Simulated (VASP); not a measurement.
# Si4GePt (P6/mmm) in VASP: further runs, part 2 of 2

VASP 6.6.1. The steps go on from the part before.

## (5) Relaxation of cell and atoms, PBE

This run uses another cell than the first one, of 16.61 Å³/atom.

The input, INCAR:

```
PREC = Accurate
ENCUT = 600
EDIFF = 1E-6
ISMEAR = 0
SIGMA = 0.1
LREAL = F
LASPH = T
NELM = 100
ALGO = Normal
ISIF = 3
LWAVE = F
LCHARG = F
GGA = PE
IBRION = 2
NSW = 90
EDIFFG = -0.04
```

The input, KPOINTS:

```
Automatic mesh
0
Gamma
  6 6 4
```

The input, POSCAR:

```
Si4GePt
1.0
    4.7994727500      0.0000000000      0.0000000000
   -2.3997363800      4.1564653300      0.0000000000
    0.0000000000      0.0000000000      4.9956313700
Si Ge Pt
4 1 1
Direct
    0.3333333300      0.6666666700      0.2100758400
    0.3333333300      0.6666666700      0.7899241600
    0.6666666700      0.3333333300      0.7899241600
    0.6666666700      0.3333333300      0.2100758400
    0.0000000000      0.0000000000      0.0000000000
    0.0000000000      0.0000000000      0.5000000000
```

Potentials or basis: VASP PAW PBE potentials, release 64 (Si, Ge_d, Pt).

Command:

```
$ cat potpaw_PBE.64/Si/POTCAR potpaw_PBE.64/Ge_d/POTCAR potpaw_PBE.64/Pt/POTCAR > POTCAR
$ mpirun -np 1 vasp_std > vasp.out
```

OUTCAR:

```text
PREC = Accurate
   ENCUT = 600
   EDIFF = 1E-6
   ISMEAR = 0
   LREAL = F
   LASPH = T
   NELM = 100
   ISIF = 3
   GGA = PE
   IBRION = 2
   NSW = 90
   EDIFFG = -0.04

 ion  position               nearest neighbor table
   1  0.333  0.667  0.210-   2 2.10   4 2.77   4 2.77   4 2.77   2 2.90   5 2.96   5 2.96   5 2.96
                             6 3.13   6 3.13   6 3.13
   2  0.333  0.667  0.790-   1 2.10   3 2.77   3 2.77   3 2.77   1 2.90   5 2.96   5 2.96   5 2.96
                             6 3.13   6 3.13   6 3.13
   3  0.667  0.333  0.790-   4 2.10   2 2.77   2 2.77   2 2.77   4 2.90   5 2.96   5 2.96   5 2.96
                             6 3.13   6 3.13   6 3.13
   4  0.667  0.333  0.210-   3 2.10   1 2.77   1 2.77   1 2.77   3 2.90   5 2.96   5 2.96   5 2.96
                             6 3.13   6 3.13   6 3.13
   5  0.000  0.000  0.000-   6 2.50   6 2.50   3 2.96   4 2.96   1 2.96   2 2.96   3 2.96   4 2.96
                             1 2.96   2 2.96   3 2.96   4 2.96   1 2.96   2 2.96
   6  0.000  0.000  0.500-   5 2.50   5 2.50   3 3.13   4 3.13   1 3.13   2 3.13   3 3.13   4 3.13
[... 313 lines left out ...]

 number of electron      40.0000020 magnetization

------------------------ aborting loop because EDIFF is reached ----------------------------------------
[... 75 lines left out ...]
--------------------------------------- Ionic step       14  -------------------------------------------

 number of electron      40.0000019 magnetization

 Free energy of the ion-electron system (eV)
  ---------------------------------------------------
  ext. energy  EPLUGINS =         0.00000000
  ---------------------------------------------------
  free energy    TOTEN  =       -30.29315617 eV

  energy without entropy =      -30.27315019  energy(sigma->0) =      -30.28315318

 E-fermi :   8.9316     XC(G=0): -11.2778

 val. band max:        8.9265353348   @ k =   0.1667   0.0000   0.2500
 cond. band min:       8.9364135435   @ k =   0.3333   0.1667   0.5000
 fundamental gap:      0.0098782087
 Fermi energy:         8.9315866292

 k-point     1 :       0.0000    0.0000    0.0000
  band No.  band energies     occupation
      1     -16.1951      2.00000
      2     -16.1891      2.00000
      3     -16.1891      2.00000
      4     -16.1601      2.00000
      5     -16.1601      2.00000
      6      -4.4355      2.00000
[... 589 lines left out ...]
  FREE ENERGIE OF THE ION-ELECTRON SYSTEM (eV)
  ---------------------------------------------------
  free  energy   TOTEN  =       -30.2931561730 eV

  energy  without entropy=      -30.2731501949  energy(sigma->0) =      -30.28315318

 reached required accuracy - stopping structural energy minimisation
```

CONTCAR:

```text
Si4GePt
   1.00000000000000
     4.3437767389723554    0.0000000005209996   -0.0000000000000000
    -2.1718883735602432    3.7618210067593045    0.0000000000000000
     0.0000000000000000    0.0000000000000000    5.9622006637652714
  Si              Ge              Pt
     4     1     1
Direct
     0.3333333300000021    0.6666666699999979    0.2840148986844683
     0.3333333300000021    0.6666666699999979    0.7159851013155314
     0.6666666699999979    0.3333333300000021    0.7159851013155314
     0.6666666699999979    0.3333333300000021    0.2840148986844683
     0.0000000000000000    0.0000000000000000    0.0000000000000000
     0.0000000000000000    0.0000000000000000    0.5000000000000000

  0.00000000E+00  0.00000000E+00  0.00000000E+00
  0.00000000E+00  0.00000000E+00  0.00000000E+00
  0.00000000E+00  0.00000000E+00  0.00000000E+00
  0.00000000E+00  0.00000000E+00  0.00000000E+00
  0.00000000E+00  0.00000000E+00  0.00000000E+00
  0.00000000E+00  0.00000000E+00  0.00000000E+00
```

Wall time 10 min (1 thread of Intel Xeon Platinum 8488C (Sapphire Rapids), shared host); peak memory 0.3 GiB.

Results:

```
Free energy                           : -30.2932 eV
Relaxed volume                        : 16.24 Å³/atom
Relaxed cell                          : a = 4.344 Å, b = 4.344 Å, c = 5.962 Å, α = 90.00°, β = 90.00°, γ = 120.00°
Space group after relaxing (to 0.1 Å) : P6/mmm (No. 191)
Energy gained by relaxing             : 342.4 meV/atom
Ionic steps                           : 14
Pressure after relaxing               : 0.0 GPa
Largest force after relaxing          : 0.018 eV/Å
```

Forces on the atoms (eV/Å):
```
Si   0.000  0.000  0.018
Si   0.000  0.000 -0.018
Si   0.000  0.000 -0.018
Si   0.000  0.000  0.018
Ge   0.000  0.000  0.000
Pt   0.000  0.000  0.000
```

Step by step:
```
step  energy change (eV)  largest force (eV/Å)  pressure (GPa)  volume (Å³)
   1              0.0000                4.7100            5.22        99.66
   2             -1.3671                0.4922           -9.46       106.94
   3             -1.3718                0.4970           -9.56       107.09
   4             -1.8764                0.1425            3.54        92.40
   5             -1.8918                0.2105            1.27        94.20
   6             -1.8918                0.2210            0.93        94.45
   7             -1.9246                0.2530            0.85        94.68
   8             -2.0209                0.1995            0.97        95.28
   9             -1.9825                0.2828            3.23        96.04
  10             -2.0427                0.0227            1.78        95.66
  11             -2.0182                0.0990           -3.00       101.06
  12             -2.0519                0.0486           -0.04        97.46
  13             -2.0519                0.0480            0.04        97.42
  14             -2.0544                0.0178            0.01        97.43
```

Final structure:
```
CELL_PARAMETERS angstrom
4.34378 0.00000 0.00000
-2.17189 3.76182 0.00000
0.00000 0.00000 5.96220
ATOMIC_POSITIONS crystal
Si 0.33333 0.66667 0.28401
Si 0.33333 0.66667 0.71599
Si 0.66667 0.33333 0.71599
Si 0.66667 0.33333 0.28401
Ge 0.00000 0.00000 0.00000
Pt 0.00000 0.00000 0.50000
```

Caveat: the highest band is partly filled, so the run has too few bands; a cell axis changed by over 15 % at a fixed basis, so the end point is rough; spin-orbit coupling is left out, which moves the levels of the heavy elements.

## (6) Relaxation of cell and atoms, PBE

The input, INCAR:

```
SYSTEM = Si4GePt
ALGO = Normal
EDIFF = 1E-6
EDIFFG = -0.01
ENCUT = 600
GGA = PE
IBRION = 2
ISIF = 3
ISMEAR = 0
LASPH = .True.
LCHARG = .False.
LREAL = .False.
LWAVE = .False.
NELM = 100
NSW = 100
PREC = Accurate
SIGMA = 0.1
```

The input, KPOINTS:

```
k-points
0
Gamma
  12 12 6
  0 0 0
```

The input, POSCAR:

```
Si4GePt
1.0
    4.3552654333      0.0000000000      0.0000000000
   -2.1776327167      3.7717705055      0.0000000000
    0.0000000000      0.0000000000      5.9305764486
Si Ge Pt
4 1 1
Direct
    0.3333333333      0.6666666667      0.2840468467
    0.3333333333      0.6666666667      0.7159531533
    0.6666666667      0.3333333333      0.7159531533
    0.6666666667      0.3333333333      0.2840468467
    0.0000000000      0.0000000000      0.0000000000
    0.0000000000      0.0000000000      0.5000000000
```

Potentials or basis: VASP PAW PBE potentials, release 64 (Si, Ge_d, Pt).

Command:

```
$ cat potpaw_PBE.64/Si/POTCAR potpaw_PBE.64/Ge_d/POTCAR potpaw_PBE.64/Pt/POTCAR > POTCAR
$ mpirun -np 1 vasp_std > vasp.out
```

OUTCAR:

```text
SYSTEM = Si4GePt
   EDIFF = 1E-6
   EDIFFG = -0.01
   ENCUT = 600
   GGA = PE
   IBRION = 2
   ISIF = 3
   ISMEAR = 0
   LASPH = .True.
   LREAL = .False.
   NELM = 100
   NSW = 100
   PREC = Accurate

 ion  position               nearest neighbor table
   1  0.333  0.667  0.284-   4 2.51   4 2.51   4 2.51   2 2.56   6 2.82   6 2.82   6 2.82   5 3.03
                             5 3.03   5 3.03
   2  0.333  0.667  0.716-   3 2.51   3 2.51   3 2.51   1 2.56   6 2.82   6 2.82   6 2.82   5 3.03
                             5 3.03   5 3.03
   3  0.667  0.333  0.716-   2 2.51   2 2.51   2 2.51   4 2.56   6 2.82   6 2.82   6 2.82   5 3.03
                             5 3.03   5 3.03
   4  0.667  0.333  0.284-   1 2.51   1 2.51   1 2.51   3 2.56   6 2.82   6 2.82   6 2.82   5 3.03
                             5 3.03   5 3.03
   5  0.000  0.000  0.000-   6 2.97   6 2.97   3 3.03   4 3.03   1 3.03   2 3.03   3 3.03   4 3.03
                             1 3.03   2 3.03   3 3.03   4 3.03   1 3.03   2 3.03
   6  0.000  0.000  0.500-   1 2.82   2 2.82   3 2.82   4 2.82   3 2.82   4 2.82   1 2.82   2 2.82
                             3 2.82   4 2.82   1 2.82   2 2.82   5 2.97   5 2.97

  LATTYP: Found a hexagonal cell.
 ALAT       =     4.3552654333
 C/A-ratio  =     1.3617026423

  Lattice vectors:

 A1 = (   4.3552654333,   0.0000000000,   0.0000000000)
 A2 = (  -2.1776327167,   3.7717705055,   0.0000000000)
[... 193 lines left out ...]
  -------------------------------------------------------------------------------------
  Total       -0.6603794     -0.6603794      0.8851057      0.0000000      0.0000000      0.0000000
  in kB      -10.8604375    -10.8604375     14.5562301      0.0000000      0.0000000      0.0000000
  external PRESSURE =      -2.3882150 kB  Pullay stress =       0.0000000 kB
[... 267 lines left out ...]
--------------------------------------- Ionic step        8  -------------------------------------------

 number of electron      39.9999995 magnetization

 Free energy of the ion-electron system (eV)
  ---------------------------------------------------
  ext. energy  EPLUGINS =         0.00000000
  ---------------------------------------------------
  free energy    TOTEN  =       -30.32194210 eV

  energy without entropy =      -30.30908766  energy(sigma->0) =      -30.31551488

 E-fermi :   9.0000     XC(G=0): -11.2759

 val. band max:        8.9933902833   @ k =   0.0833   0.0000   0.5000
 cond. band min:       9.0249499555   @ k =   0.3333   0.0000   0.3333
 fundamental gap:      0.0315596721
 Fermi energy:         8.9999987320

 k-point     1 :       0.0000    0.0000    0.0000
  band No.  band energies     occupation
      1     -16.1592      2.00000
      2     -16.1512      2.00000
      3     -16.1512      2.00000
      4     -16.1142      2.00000
      5     -16.1142      2.00000
      6      -4.4546      2.00000
[... 637 lines left out ...]
     23      10.6509      0.00000
     24      11.7926      0.00000

 [... further k-points ...]

------------------------ aborting loop because EDIFF is reached ----------------------------------------

  FORCE on cell =-STRESS in cart. coord.  units (eV):
  Direction    XX          YY          ZZ          XY          YZ          ZX
  --------------------------------------------------------------------------------------
  -------------------------------------------------------------------------------------
  Total        0.0571808      0.0571808     -0.0155289     -0.0000000      0.0000000      0.0000000
  in kB        0.9411296      0.9411296     -0.2555872     -0.0000000      0.0000000      0.0000000
  external PRESSURE =       0.5422240 kB  Pullay stress =       0.0000000 kB
[... 21 lines left out ...]
  FREE ENERGIE OF THE ION-ELECTRON SYSTEM (eV)
  ---------------------------------------------------
  free  energy   TOTEN  =       -30.3219421023 eV

  energy  without entropy=      -30.3090876570  energy(sigma->0) =      -30.31551488

 reached required accuracy - stopping structural energy minimisation
```

OSZICAR:

```text
N       E                     dE             d eps       ncg     rms          rms(c)
DAV:   1     0.276266277042E+03    0.27627E+03   -0.20048E+04  4456   0.291E+03
DAV:   2     0.528804271333E+01   -0.27098E+03   -0.26574E+03  3880   0.720E+02
DAV:   3    -0.302052538229E+02   -0.35493E+02   -0.35040E+02  4696   0.133E+02
DAV:   4    -0.314116913273E+02   -0.12064E+01   -0.11960E+01  4440   0.254E+01
[... 65 lines left out ...]
DAV:   2    -0.303222625183E+02    0.78017E-03   -0.52020E-03  4744   0.493E-01    0.114E-01
DAV:   3    -0.303220505256E+02    0.21199E-03   -0.89574E-04  4440   0.224E-01    0.706E-02
DAV:   4    -0.303219470822E+02    0.10344E-03   -0.26212E-04  5352   0.124E-01    0.192E-02
DAV:   5    -0.303219424390E+02    0.46432E-05   -0.25907E-05  4872   0.321E-02    0.794E-03
DAV:   6    -0.303219421023E+02    0.33670E-06   -0.40225E-06  3920   0.145E-02
   8 F= -.30321942E+02 E0= -.30315515E+02  d E =-.547811E-03
```

CONTCAR:

```text
Si4GePt
   1.00000000000000
     4.3079909111056001    0.0000000000006281    0.0000000000000000
    -2.1539954556017138    3.7308295683263264    0.0000000000000000
    -0.0000000000000000   -0.0000000000000000    6.0566291343699614
  Si              Ge              Pt
     4     1     1
Direct
     0.3333333332999970    0.6666666667000030    0.2846011968983403
     0.3333333332999970    0.6666666667000030    0.7153988031016597
     0.6666666667000030    0.3333333332999970    0.7153988031016597
     0.6666666667000030    0.3333333332999970    0.2846011968983403
     0.0000000000000000    0.0000000000000000    0.0000000000000000
     0.0000000000000000    0.0000000000000000    0.5000000000000000

  0.00000000E+00  0.00000000E+00  0.00000000E+00
  0.00000000E+00  0.00000000E+00  0.00000000E+00
  0.00000000E+00  0.00000000E+00  0.00000000E+00
  0.00000000E+00  0.00000000E+00  0.00000000E+00
  0.00000000E+00  0.00000000E+00  0.00000000E+00
  0.00000000E+00  0.00000000E+00  0.00000000E+00
```

It took 12 min on 1 thread of Intel Xeon Platinum 8488C (Sapphire Rapids), shared host; peak memory 0.42 GiB.

Results:

```yaml
Free_energy: -30.3219 eV
Relaxed_volume: 16.22 Å³/atom
Relaxed_cell: a = 4.308 Å, b = 4.308 Å, c = 6.057 Å, α = 90.00°, β = 90.00°, γ = 120.00°
Space_group_after_relaxing_to_0.1_Å: P6/mmm (No. 191)
Energy_gained_by_relaxing: 2.8 meV/atom
Ionic_steps: 8
Pressure_after_relaxing: 0.1 GPa
Largest_force_after_relaxing: 0.007 eV/Å
```

Forces on the atoms (eV/Å):
```
Si   0.000  0.000  0.007
Si   0.000  0.000 -0.007
Si   0.000  0.000 -0.007
Si   0.000  0.000  0.007
Ge   0.000  0.000  0.000
Pt   0.000  0.000  0.000
```

Step by step:
```
step  energy change (eV)  largest force (eV/Å)  pressure (GPa)  volume (Å³)
   1              0.0000                0.0324           -0.24        97.42
   2             -0.0107                0.0071            0.11        97.08
   3             -0.0149                0.0076            0.55        96.70
   4             -0.0158                0.0464           -0.34        97.56
   5             -0.0161                0.0331           -0.07        97.26
   6             -0.0161                0.0326           -0.01        97.25
   7             -0.0163                0.0256           -0.03        97.27
   8             -0.0166                0.0067            0.05        97.34
```

Final structure:
```
CELL_PARAMETERS angstrom
4.30799 0.00000 0.00000
-2.15400 3.73083 0.00000
0.00000 0.00000 6.05663
ATOMIC_POSITIONS crystal
Si 0.33333 0.66667 0.28460
Si 0.33333 0.66667 0.71540
Si 0.66667 0.33333 0.71540
Si 0.66667 0.33333 0.28460
Ge 0.00000 0.00000 0.00000
Pt 0.00000 0.00000 0.50000
```

Levels at points of the mesh, in eV from the Fermi level:
```csv
k point,band 17,band 18,band 19,band 20,band 21,band 22,band 23,band 24
"(0.00, 0.00, 0.00)",-1.98,-1.56,-1.56,-0.76,-0.76,0.15,0.76,1.00
"(0.50, 0.00, 0.00)",-2.67,-2.25,-1.58,-0.33,-0.01,0.60,4.02,4.12
"(0.00, 0.00, 0.50)",-1.74,-1.37,-0.49,-0.49,-0.20,-0.19,-0.19,-0.11
"(0.50, 0.00, 0.50)",-2.14,-1.77,-1.39,-0.28,0.30,0.44,2.54,3.51
```

Caveat: the highest band is partly filled, so the run has too few bands; spin-orbit coupling is left out, which moves the levels of the heavy elements.

## (7) The runs side by side

| task | cell | k mesh | cutoff (eV) | gap on the mesh (eV) | pressure (GPa) | relaxed volume (Å³/atom) | largest force (eV/Å) |
| --- | --- | --- | --- | --- | --- | --- | --- |
| single point | a = 4.355, b = 4.355, c = 5.931 Å, angles 90.0, 90.0, 120.0°, 6 atoms, atomic positions A | 6 × 6 × 4 | 520 | none | 0.0 | - | - |
| single point | a = 4.799, b = 4.799, c = 4.996 Å, angles 90.0, 90.0, 120.0°, 6 atoms, atomic positions B | 6 × 6 × 4 | 520 | none | 5.2 | - | 4.71 |
| single point | a = 4.312, b = 4.312, c = 6.053 Å, angles 90.0, 90.0, 120.0°, 6 atoms, atomic positions C | 12 × 12 × 6 | 520 | none | -0.1 | - | 0.01 |
| relaxation of cell and atoms | relaxed from a = 4.799, b = 4.799, c = 4.996 Å, angles 90.0, 90.0, 120.0°, 6 atoms, atomic positions B | 6 × 6 × 4 | 600 | - | 0.0 | 16.24 | 0.02 |
| relaxation of cell and atoms | relaxed from a = 4.355, b = 4.355, c = 5.931 Å, angles 90.0, 90.0, 120.0°, 6 atoms, atomic positions A | 12 × 12 × 6 | 600 | - | 0.1 | 16.22 | 0.01 |

Alike in all rows: level PBE; potentials or basis VASP PAW PBE potentials, release 64 (Si, Ge_d, Pt); no spin polarisation; smearing gaussian 0.1 eV.

Caveats: spin-orbit coupling is left out, which moves the levels of the heavy elements; the highest band is partly filled, so the run has too few bands (at least some runs); the stress differs along the axes, from -5 to 25 GPa (at least some runs); forces of over 1 eV/Å act on the atoms, so gaps and moduli don't describe the material at rest (at least some runs); a cell axis changed by over 15 % at a fixed basis, so the end point is rough (at least some runs).

Total energies depend on the potentials used, so only differences within one code and one set of settings carry meaning.

The gap in the log of VASP goes by the Fermi energy; the results here count the filled bands.